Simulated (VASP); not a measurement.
Wanted: the native input for a VASP 6.6.1 run.

* Task: single point
* Functional: PBE
* Potentials or basis: VASP PAW PBE potentials, release 64 (Co)
* Cutoff: 600 eV
* k mesh: 18 × 18 × 6
* Occupations: gaussian, width 0.1 eV
* Spin: collinear spin, ferromagnetic start
* Starting moments: [1.85, 1.87, 1.85, 1.87] μB
* Dipole correction: no
* Further INCAR settings: ALGO = Normal; EDIFF = 1e-06; NBANDS = 30

The structure of Co lies in POSCAR:

```
Co
1.0
    2.4636955662      0.0000000000      0.0000000000
   -1.2318477831      2.1336229475      0.0000000000
    0.0000000000      0.0000000000      7.9990464403
Co
4
Direct
    0.0000000000      0.0000000000      0.0000000000
    0.3333333333      0.6666666667      0.2500000000
    0.0000000000      0.0000000000      0.5000000000
    0.6666666667      0.3333333333      0.7500000000
```

These files were run (other wordings do the same):

INCAR

```
PREC = Accurate ; ENCUT = 600
EDIFF = 1E-6 ; ISMEAR = 0
SIGMA = 0.1 ; LREAL = F
LASPH = T ; NELM = 200
ALGO = Normal ; ISIF = 2
LWAVE = F ; LCHARG = F
ISPIN = 2 ; MAGMOM = 1.85 1.87 1.85 1.87
LORBIT = 11 ; LMAXMIX = 4
GGA = PE ; NBANDS = 30
GGA_COMPAT = F
```

KPOINTS

```
regular mesh
0
Gamma
  18 18 6
```

Potentials or basis: VASP PAW PBE potentials, release 64 (Co).

Run with:

```bash
$ cat potpaw_PBE.64/Co/POTCAR > POTCAR
$ mpirun -np 1 vasp_std > vasp.out
```

It gave:

```json
{
 "Pressure": "7.1 GPa",
 "Net moment": "6.40 μB per cell",
 "Site moments": "Co +1.60, +1.62 (each value once) μB",
 "Valence electrons inside the program's atomic spheres": "Co 8.34, 8.33 (each value once)"
}
```

Caveat: the cell stands under pressure.

Run time: 3.1 min on 1 thread of Intel(R) Xeon(R) 6975P-C (Granite Rapids), on a shared host, peak memory 0.41 GiB.
